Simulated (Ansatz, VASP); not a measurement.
Ge in VASP and in Ansatz

File INCAR:

```
ALGO = Normal ; EDIFF = 1E-7
EDIFFG = -0.01 ; ENCUT = 600
GGA = PE ; IBRION = 2
ISIF = 3 ; ISMEAR = 0
LASPH = True ; LCHARG = False
LREAL = False ; LWAVE = False
NELM = 80 ; NSW = 80
PREC = Accurate ; SIGMA = 0.1
```

The input KPOINTS:

```
k-points
0
Gamma
  16 16 16
```

Contents of POSCAR:

```
Ge
1.0
    0.0000000000      2.1378550924      2.1378550924
    2.1378550924      0.0000000000      2.1378550924
    2.1378550924      2.1378550924      0.0000000000
Ge
1
Direct
    0.0000000000      0.0000000000      0.0000000000
```

Input for Ansatz:

```yaml
crystal:
  lattice:
    - [0.0, 2.1378550924, 2.1378550924]
    - [2.1378550924, 0.0, 2.1378550924]
    - [2.1378550924, 2.1378550924, 0.0]
  atoms:
    - { symbol: Ge, position: [0.0, 0.0, 0.0] }
basis:
  ecutwfc: 420
kpoints:
  mp_grid: { grid: [16, 16, 16] }
hamiltonian:
  xc: pbe
scf:
  occupations: { method: gaussian, width: 0.1 }
output:
  forces: true
  stress: true
  eigenvalues: true
relax:
  adjacent_minimum: "off"
  f_tol: 0.01
  max_steps: 60
  cell: { stress_tol: 0.1 }
```

Alike in both runs: task relaxation of cell and atoms; functional PBE; k mesh 16 × 16 × 16; occupations gaussian, width 0.1 eV; no spin polarisation.

|  | VASP | Ansatz |
| --- | --- | --- |
| version | VASP 6.6.1 | Ansatz 0.2.0 |
| potentials or method | VASP PAW PBE potentials, release 64 (Ge_d), cutoff 600 eV | scalar-relativistic, plane waves, PAW |
| valence electrons in the cell | 14 | 14 |

|  | VASP | Ansatz | Ansatz less VASP |
| --- | --- | --- | --- |
| gap on the k mesh at the Fermi level, each at its own relaxed structure (eV) | none | none | - |
| relaxed volume (Å³/atom) | 19.59 | 19.54 | -0.051 |
| relaxed cell length with the largest relative difference (Å) | 3.026 | 3.023 | -0.0026 |

A gap of «none» marks a metal or a gap that the smearing closes.
